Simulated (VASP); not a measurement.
Runs of VASP 6.6.1 on Ti. The structure is that of space group P6_3/mmc (No. 194), or close to it. The cells are those of the table. 

```tsv
task	cell	gap on the mesh (eV)	pressure (GPa)
electric field gradients	a = 2.891, b = 2.891, c = 4.686 Å, angles 90.0, 90.0, 120.0°, 2 atoms	none	-1.9
electric field gradients	a = 3.009, b = 3.009, c = 4.686 Å, angles 90.0, 90.0, 120.0°, 2 atoms	none	-9.6
single point	a = 2.940, b = 2.940, c = 4.670 Å, angles 90.0, 90.0, 120.0°, 2 atoms	none	-5.1
electric field gradients	a = 3.008, b = 3.008, c = 4.778 Å, angles 90.0, 90.0, 120.0°, 2 atoms	none	-11.1
single point	a = 3.009, b = 3.009, c = 4.686 Å, angles 90.0, 90.0, 120.0°, 2 atoms	none	-9.6
single point	a = 2.910, b = 2.910, c = 4.623 Å, angles 90.0, 90.0, 120.0°, 2 atoms	none	(a)
single point	a = 2.970, b = 2.970, c = 4.717 Å, angles 90.0, 90.0, 120.0°, 2 atoms	none	-7.9
single point	a = 2.891, b = 2.891, c = 4.686 Å, angles 90.0, 90.0, 120.0°, 2 atoms	none	-1.9
electric field gradients	a = 2.970, b = 2.970, c = 4.717 Å, angles 90.0, 90.0, 120.0°, 2 atoms	none	-7.9
single point	a = 2.950, b = 2.950, c = 4.592 Å, angles 90.0, 90.0, 120.0°, 2 atoms	none	-4.0
single point	a = 2.950, b = 2.950, c = 4.639 Å, angles 90.0, 90.0, 120.0°, 2 atoms	none	-5.1
```

Alike in all rows: level PBEsol; potentials or basis VASP PAW PBE potentials, release 64 (Ti_sv); no spin polarisation; k mesh 14 × 14 × 8; cutoff (eV) 520; smearing fermi-dirac 0.05 eV.

**Question.** Estimate the missing entries.

**Answer.** (a) -1.8.

Caveats: the PAW data sets were made with another functional, which shifts forces and pressure a little; the cell stands under tension (at least some runs).

A gap of «none» marks levels without a gap at the run's occupations.
